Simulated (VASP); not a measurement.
# Mg7CuS8 (a cell with a defect) in VASP: further runs, part 2 of 2

VASP 6.6.1.

### 4 Single point, revPBE, collinear spin

The input, INCAR:

```
SYSTEM = Mg7CuS8
ALGO     = Normal         ! electronic algorithm
EDIFF    = 1E-7           ! SCF threshold, eV
ENCUT    = 520            ! plane-wave cutoff, eV
GGA      = RE             ! functional
ISIF     = 2              ! what is computed and relaxed
ISMEAR   = -1             ! smearing method
ISPIN    = 2              ! spin polarisation
ISYM     = 0            
LASPH    = .True.         ! aspherical terms in the spheres
LCHARG   = .True.         ! write CHGCAR
LELF     = .True.         ! ELF
LMAXMIX  = 4              ! l up to which the mixer works
LORBIT   = 11             ! projections on sites
LREAL    = Auto         
LVHAR    = .True.       
LWAVE    = .False.        ! write WAVECAR
MAGMOM   = 0 0 0 0 0 0 0 0 0 0 0 0 0 0 0 1 ! initial moments
NBANDS   = 54             ! bands
NELM     = 150            ! most SCF steps
PREC     = Accurate       ! precision mode
SIGMA    = 0.05           ! smearing width, eV
```

The input, KPOINTS:

```
Automatic mesh
0
Gamma
  1 1 1
  0.25 0.25 0.25
```

The input, POSCAR:

```
Mg7CuS8
1.0
   11.3030650000      0.0000000000      0.0000000000
    0.0000000000      5.6515330000      0.0000000000
    0.0000000000      0.0000000000      5.6515330000
Mg S Cu
7 8 1
Direct
    0.0112490000      0.0404860000      0.9885090000
    0.4997580000      0.9821630000      0.9912120000
    0.2439930000      0.5347990000      0.0168760000
    0.7416730000      0.4967160000      0.0158730000
    0.2472910000      0.9794280000      0.5320960000
    0.7408900000      0.9811640000      0.5055050000
    0.9914000000      0.4771800000      0.4861140000
    0.1316810000      0.2580360000      0.2642070000
    0.6262920000      0.2476250000      0.2432800000
    0.3743670000      0.7259500000      0.2521050000
    0.8825480000      0.7081770000      0.2620490000
    0.3857940000      0.2583150000      0.7412890000
    0.8851640000      0.2298290000      0.7376380000
    0.1354320000      0.7203250000      0.7498170000
    0.6181890000      0.7524450000      0.7656190000
    0.4918370000      0.4930010000      0.5054990000
```

Launch:

```
$ cat potpaw_PBE.64/Mg/POTCAR potpaw_PBE.64/S/POTCAR potpaw_PBE.64/Cu/POTCAR > POTCAR
$ mpirun -np 1 vasp_std > vasp.out
```

Run time: 11 min. Hardware: 1 thread of Oxide Virtual Turin-like, shared host; peak memory 0.5 GiB.

Results (log left out):

| Item | Value |
| --- | --- |
| Free energy | -61.3731 eV |
| Pressure | 3.3 GPa |
| Largest force | 2.831 eV/Å |
| Band gap on the k mesh | 0.09 eV |
| Net moment | 0.97 μB per cell |
| Site moments | Mg +0.00; S +0.01, +0.08, +0.09, +0.00, +0.12, +0.05 (each value once); Cu +0.38 μB |
| Valence electrons inside the program's atomic spheres | Mg 0.33, 0.36, 0.40, 0.34, 0.32, 0.41 (each value once); S 3.84, 3.79, 3.80, 3.83, 3.76, 3.85, 3.86, 3.82; Cu 9.79 |

Forces on the atoms (eV/Å):
```
Mg   0.368 -1.483  0.681
Mg  -0.689  0.934  0.934
Mg   0.580 -1.886  0.200
Mg   0.826  0.175 -0.729
Mg   0.845  0.792 -0.950
Mg   0.638  0.051 -0.331
Mg   1.294 -0.259  1.075
S    0.420 -0.688 -0.200
S   -0.815 -0.523  0.875
S    0.963  0.952  1.071
S   -1.217  2.202 -1.298
S   -0.663 -0.203  0.314
S   -1.576  0.197  0.192
S   -1.988  0.866 -0.494
S    0.566 -1.261 -1.027
Cu   0.449  0.134 -0.314
```

Stress tensor (GPa, compression positive):
```
 3.62 -0.06  1.18
-0.06  2.63 -2.17
 1.18 -2.17  3.61
```

Levels at points of the mesh, in eV from the valence-band top:
Spin up:
```csv
k point,band 33,band 34,band 35,band 36,band 37,band 38,band 39,band 40,band 41,band 42
"(0.25, 0.25, 0.25)",-0.91,-0.77,-0.54,-0.23,-0.21,4.24,4.33,4.49,4.60,4.70
```
Spin down:
| k point | band 34 | band 35 | band 36 | band 37 | band 38 | band 39 |
| --- | --- | --- | --- | --- | --- | --- |
| (0.25, 0.25, 0.25) | -0.70 | -0.32 | -0.01 | 0.16 | 4.27 | 4.35 |

Caveat: the k points lie up to 0.56 Å⁻¹ apart; a moment this small can come from the mesh or the smearing; semilocal functionals underestimate gaps, and a narrow one can read as zero; the PAW data sets were made with another functional, which shifts forces and pressure a little.

### 5 Single point, PBEsol, collinear spin

The input, INCAR:

```
ALGO = Normal
EDIFF = 1E-6
ENCUT = 520
GGA = PS
ISIF = 2
ISMEAR = -1
ISPIN = 2
LASPH = T
LCHARG = T
LELF = T
LMAXMIX = 4
LORBIT = 11
LREAL = Auto
LVHAR = T
LWAVE = F
MAGMOM = 0 0 0 0 0 0 0 0 0 0 0 0 0 0 0 1
NBANDS = 54
NELM = 150
PREC = Accurate
SIGMA = 0.05
```

The input, KPOINTS:

```
k-points
0
Gamma
  1 1 2
```

POSCAR is that of step 4.

Launch:

```
$ cat potpaw_PBE.64/Mg/POTCAR potpaw_PBE.64/S/POTCAR potpaw_PBE.64/Cu/POTCAR > POTCAR
$ mpirun -np 1 vasp_std > vasp.out
```

Wall time 6.5 min (1 thread of Oxide Virtual Turin-like, shared host); peak memory 0.46 GiB.

The run converged. Its results:

| Quantity | Value |
| --- | --- |
| Free energy | -68.5711 eV |
| Pressure | 0.4 GPa |
| Largest force | 2.686 eV/Å |
| Net moment | 0.93 μB per cell |
| Site moments | Mg -0.00, +0.00 (each value once); S +0.01, +0.07, +0.08, +0.11, +0.05 (each value once); Cu +0.33 μB |
| Valence electrons inside the program's atomic spheres | Mg 0.34, 0.37, 0.41, 0.35, 0.33, 0.42 (each value once); S 3.79, 3.74, 3.75, 3.71, 3.80, 3.82, 3.77 (each value once); Cu 9.81 |

Forces in eV/Å, atoms in the order of the input:
```
Mg   0.384 -1.461  0.653
Mg  -0.699  0.931  0.913
Mg   0.611 -1.840  0.190
Mg   0.740  0.158 -0.680
Mg   0.872  0.772 -0.915
Mg   0.580  0.063 -0.328
Mg   1.282 -0.244  1.056
S    0.365 -0.626 -0.174
S   -0.868 -0.376  0.883
S    1.081  0.777  1.206
S   -1.166  2.112 -1.181
S   -0.463 -0.024  0.147
S   -1.463  0.202  0.101
S   -1.935  0.828 -0.507
S    0.327 -1.338 -1.070
Cu   0.353  0.067 -0.294
```

Stress tensor (GPa, compression positive):
```
-0.87 -0.05  1.10
-0.05  2.84 -2.08
 1.10 -2.08 -0.77
```

Levels at points of the mesh, in eV from the Fermi level:
Spin up:
```tsv
k point	band 33	band 34	band 35	band 36	band 37	band 38	band 39	band 40	band 41	band 42
(0.00, 0.00, 0.00)	-1.00	-0.90	-0.22	-0.21	-0.15	2.51	3.04	3.19	3.28	4.22
(0.00, 0.00, 0.50)	-1.00	-0.73	-0.66	-0.51	-0.29	4.22	4.30	4.77	4.86	5.24
```
Spin down:
| k point | band 33 | band 34 | band 35 | band 36 | band 37 | band 38 | band 39 | band 40 |
| --- | --- | --- | --- | --- | --- | --- | --- | --- |
| (0.00, 0.00, 0.00) | -0.95 | -0.85 | -0.05 | 0.03 | 0.08 | 2.53 | 3.06 | 3.21 |
| (0.00, 0.00, 0.50) | -0.89 | -0.62 | -0.41 | -0.28 | -0.07 | 4.24 | 4.32 | 4.79 |

Caveat: the k points lie up to 1.11 Å⁻¹ apart, too coarse for converged energies, forces and pressures; a moment this small can come from the mesh or the smearing; the PAW data sets were made with another functional, which shifts forces and pressure a little.

### 6 Single point, PBEsol, collinear spin

The input, INCAR:

```
PREC = Accurate
ENCUT = 520
EDIFF = 1E-7
ISMEAR = -1
SIGMA = 0.05
LREAL = Auto
LASPH = T
NELM = 150
ALGO = Normal
ISIF = 2
LWAVE = F
LCHARG = F
ISPIN = 2
MAGMOM = 0 0 0 0 0 0 0 0 0 0 0 0 0 0 0 1
LORBIT = 11
LMAXMIX = 4
GGA = PS
NBANDS = 54
```

The input, KPOINTS:

```
regular mesh
0
Gamma
  2 2 2
```

POSCAR is that of step 5.

Potentials or basis: VASP PAW PBE potentials, release 64 (Mg, S, Cu).

Launch:

```
$ cat potpaw_PBE.64/Mg/POTCAR potpaw_PBE.64/S/POTCAR potpaw_PBE.64/Cu/POTCAR > POTCAR
$ mpirun -np 1 vasp_std > vasp.out
```

It took 20 min on 1 thread of Oxide Virtual Turin-like, shared host; peak memory 0.56 GiB.

The run converged. Its results:

| Item | Value |
| --- | --- |
| Free energy | -68.8093 eV |
| Pressure | 0.4 GPa |
| Largest force | 2.720 eV/Å |
| Net moment | 0.94 μB per cell |
| Site moments | Mg -0.00, +0.00 (each value once); S +0.01, +0.07, +0.08, +0.12, +0.05 (each value once); Cu +0.35 μB |
| Valence electrons inside the program's atomic spheres | Mg 0.34, 0.37, 0.41, 0.35, 0.33, 0.42 (each value once); S 3.79, 3.75, 3.72, 3.80, 3.82, 3.78 (each value once); Cu 9.81 |

Forces on the atoms (eV/Å):
```
Mg   0.362 -1.437  0.661
Mg  -0.668  0.900  0.908
Mg   0.587 -1.835  0.195
Mg   0.775  0.167 -0.701
Mg   0.845  0.755 -0.928
Mg   0.597  0.055 -0.320
Mg   1.265 -0.256  1.049
S    0.382 -0.637 -0.184
S   -0.865 -0.408  0.907
S    1.044  0.803  1.150
S   -1.181  2.106 -1.252
S   -0.500 -0.020  0.171
S   -1.507  0.194  0.168
S   -1.929  0.830 -0.488
S    0.441 -1.314 -1.067
Cu   0.353  0.097 -0.268
```

Stress tensor (GPa, compression positive):
```
 0.67 -0.08  1.14
-0.08 -0.27 -2.04
 1.14 -2.04  0.70
```

Levels at points of the mesh, in eV from the Fermi level:
Spin up:
```csv
k point,band 33,band 34,band 35,band 36,band 37,band 38,band 39,band 40,band 41,band 42
"(0.00, 0.00, 0.00)",-0.92,-0.81,-0.21,-0.17,-0.11,2.57,3.10,3.24,3.34,4.28
"(0.50, 0.00, 0.00)",-0.86,-0.67,-0.49,-0.24,-0.17,3.33,3.45,3.56,3.69,3.73
"(0.00, 0.50, 0.00)",-0.83,-0.72,-0.60,-0.48,-0.25,4.31,4.42,4.79,4.90,5.34
"(0.00, 0.00, 0.50)",-0.91,-0.67,-0.63,-0.49,-0.27,4.28,4.36,4.83,4.92,5.29
"(0.50, 0.50, 0.00)",-1.02,-0.77,-0.66,-0.54,-0.26,4.60,4.82,4.85,4.93,5.00
"(0.50, 0.00, 0.50)",-0.97,-0.74,-0.70,-0.53,-0.27,4.58,4.78,4.82,4.88,5.00
"(0.00, 0.50, 0.50)",-0.62,-0.47,-0.35,-0.23,-0.21,3.94,4.31,4.34,4.46,5.35
"(0.50, 0.50, 0.50)",-0.65,-0.50,-0.47,-0.26,-0.23,4.24,4.69,4.77,4.88,4.94
```
Spin down:
```
           k point  band 32  band 33  band 34  band 35  band 36  band 37  band 38  band 39  band 40  band 41
(0.00, 0.00, 0.00)    -0.97    -0.87    -0.76    -0.01     0.07     0.11     2.59     3.12     3.26     3.36
(0.50, 0.00, 0.00)    -1.02    -0.85    -0.64    -0.26     0.03     0.08     3.35     3.48     3.57     3.72
(0.00, 0.50, 0.00)    -0.98    -0.79    -0.61    -0.36    -0.22    -0.03     4.34     4.44     4.81     4.92
(0.00, 0.00, 0.50)    -0.87    -0.87    -0.57    -0.38    -0.25    -0.03     4.30     4.38     4.85     4.94
(0.50, 0.50, 0.00)    -0.97    -0.96    -0.64    -0.41    -0.27    -0.04     4.62     4.86     4.87     4.97
(0.50, 0.00, 0.50)    -0.99    -0.85    -0.62    -0.42    -0.29    -0.05     4.60     4.79     4.86     4.91
(0.00, 0.50, 0.50)    -0.63    -0.53    -0.32    -0.15     0.01     0.12     3.99     4.33     4.36     4.48
(0.50, 0.50, 0.50)    -0.72    -0.64    -0.32    -0.27    -0.02     0.11     4.30     4.71     4.79     4.89
```

Caveat: the k points lie up to 0.56 Å⁻¹ apart; a moment this small can come from the mesh or the smearing; the PAW data sets were made with another functional, which shifts forces and pressure a little. With open d or f shells a metallic result of PBEsol can be an artefact of self-interaction; +U or a hybrid may open a gap.

### 7 The runs side by side

```csv
level,k mesh,gap on the mesh (eV),pressure (GPa),moment (μB),largest force (eV/Å)
PBEsol,1 × 1 × 1,-,1.5,0.96,2.59
PBEsol,"1 × 1 × 1, shifted",0.09,0.4,0.95,2.72
revPBE,"1 × 1 × 1, shifted",0.09,3.3,0.97,2.83
PBEsol,1 × 1 × 2,none,0.4,0.93,2.69
PBEsol,2 × 2 × 2,none,0.4,0.94,2.72
```

Alike in all rows: task single point; potentials or basis VASP PAW PBE potentials, release 64 (Mg, S, Cu); spin collinear; cell as given; cutoff (eV) 520; smearing fermi-dirac 0.05 eV.

Caveats: all runs use coarse meshes; a moment this small can come from the mesh or the smearing; the PAW data sets were made with another functional, which shifts forces and pressure a little; semilocal functionals underestimate gaps, and a narrow one can read as zero (at least some runs).

Total energies depend on the potentials used, so only differences within one code and one set of settings carry meaning.
